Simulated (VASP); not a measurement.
# MgS: single point with LDA

The system is MgS.

```
CELL_PARAMETERS angstrom
-0.07805 2.56263 2.56263
2.56263 -0.07805 2.56263
2.56263 2.56263 -0.07805
ATOMIC_POSITIONS crystal
Mg 0.00000 0.00000 0.00000
S 0.50000 0.50000 0.50000
```

This cell differs from its parent crystal: equal xy, yz and zx shear strains of -3 %.

```json
{
  "Program": "VASP 6.6.1",
  "Task": "single point",
  "Functional": "LDA",
  "Potentials or basis": "VASP PAW LDA potentials, release 64 (Mg, S)",
  "Cutoff": "520 eV",
  "k mesh": "8 × 8 × 8",
  "Occupations": "fermi-dirac, width 0.01 eV",
  "Spin": "no spin polarisation"
}
```

```yaml
Pressure: -3.8 GPa
Band_gap_on_the_k_mesh: 2.26 eV, indirect (least direct gap 3.19 eV)
```

Stress tensor (GPa, compression positive):
```
-3.80  1.56  1.56
 1.56 -3.80  1.56
 1.56  1.56 -3.80
```

Levels at points of the mesh, in eV from the valence-band top:
```
           k point  band 1  band 2  band 3  band 4  band 5  band 6  band 7  band 8
(0.00, 0.00, 0.00)  -12.91   -0.39   -0.39    0.00    3.19    7.32    7.32    8.15
(0.50, 0.00, 0.00)  -11.61   -5.22   -0.89   -0.67    4.20    6.41    6.83    9.60
(0.50, 0.50, 0.00)  -11.19   -4.52   -2.16   -1.77    2.26    4.03   11.39   12.45
(0.50, 0.50, 0.50)  -11.45   -5.02   -1.06   -1.06    3.81    6.13    6.13    9.44
```

Run time: 19 s on 1 thread of Intel(R) Xeon(R) 6975P-C (Granite Rapids), with other jobs on the host, peak memory 0.15 GiB.

Caveat: the cell differs from its parent crystal (equal xy, yz and zx shear strains of -3 %). A k mesh can miss the band edges.
